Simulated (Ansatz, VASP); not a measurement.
**One calculation of ZnBrF, two programs**

```
Zn Br F
1.0
     4.34855    0.00000    0.00000
     0.00000    4.34855    0.00000
     0.00000    0.00000    5.79919
Zn Br F
2 2 2
Direct
  0.50000 0.00000 0.80076
  0.00000 0.50000 0.19924
  0.50000 0.50000 0.50000
  0.00000 0.00000 0.50000
  0.00000 0.00000 0.00000
  0.50000 0.50000 0.00000
```

Alike in both runs: task single point; functional PBE; k mesh 4 × 4 × 4; occupations gaussian, width 0.1 eV; collinear spin.

|  | VASP | Ansatz |
| --- | --- | --- |
| version | VASP 6.6.1 | Ansatz 0.2.0 |
| potentials or method | VASP PAW PBE potentials, release 64 (Zn, Br, F), cutoff 520 eV | scalar-relativistic, plane waves, PAW |
| valence electrons in the cell | 52 | 52 |

```csv
,VASP,Ansatz,Ansatz less VASP
gap on the k mesh at the Fermi level (eV),none,none,-
pressure (GPa),0.3,0.3,+0.01
"traceless stress, the component that is largest in VASP (GPa)",-0.13,-0.16,-0.031
rms of the force components (eV/Å),0.018,0.020,+0.0020
net moment per atom (μB),0.00,0.00,0.000
```

Atom by atom the forces differ by 0.002 eV/Å (rms over components). A gap of «none» marks a metal or a gap that the smearing closes. Ansatz's warnings: seeded moment not kept.

The k mesh is coarse, so the values compare programs but aren't converged.
